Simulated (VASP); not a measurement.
Al2Cu: single point with PBE

Crystal: Al2Cu.

```
Al Cu
1.0
     3.92880    0.00000    0.00000
     0.00000    3.92880    0.00000
     0.00000    0.00000    3.11550
Al Cu
2 1
Direct
  0.50000 0.00000 0.50000
  0.00000 0.50000 0.50000
  0.00000 0.00000 0.00000
```

```json
{"Program": "VASP 6.6.1", "Task": "single point", "Functional": "PBE", "Potentials or basis": "VASP PAW PBE potentials, release 64 (Al, Cu)", "Cutoff": "520 eV", "k mesh": "10 × 10 × 14", "Occupations": "gaussian, width 0.15 eV", "Spin": "no spin polarisation"}
```

The pressure is 2.8 GPa. The band gap on the k mesh is zero (an odd number of electrons rules out a gap without spin polarisation).

Stress tensor (GPa, compression positive):
```
 5.58  0.00  0.00
 0.00  5.58  0.00
 0.00  0.00 -2.67
```

Levels at points of the mesh, in eV from the Fermi level:
```
           k point  band 7  band 8  band 9  band 10  band 11  band 12
(0.00, 0.00, 0.00)   -1.65   -1.65    1.10     1.48     3.67     6.22
(0.50, 0.00, 0.00)   -3.91   -0.13    2.26     2.65     3.22     5.25
(0.50, 0.50, 0.00)   -3.97   -3.73   -2.21     7.32     8.50     8.50
(0.00, 0.00, 0.50)   -3.22    2.35    2.35     3.00     3.23     3.23
(0.50, 0.00, 0.50)   -2.91   -2.77   -2.01     3.61     4.31     4.66
(0.50, 0.50, 0.50)   -1.88   -1.88   -1.53    -1.13    -0.26    -0.26
```

Run time: 85 s on 1 thread of AMD EPYC 7R13 (shared host), peak memory 0.22 GiB.

Caveat: the stress differs along the axes, from -3 to 6 GPa.
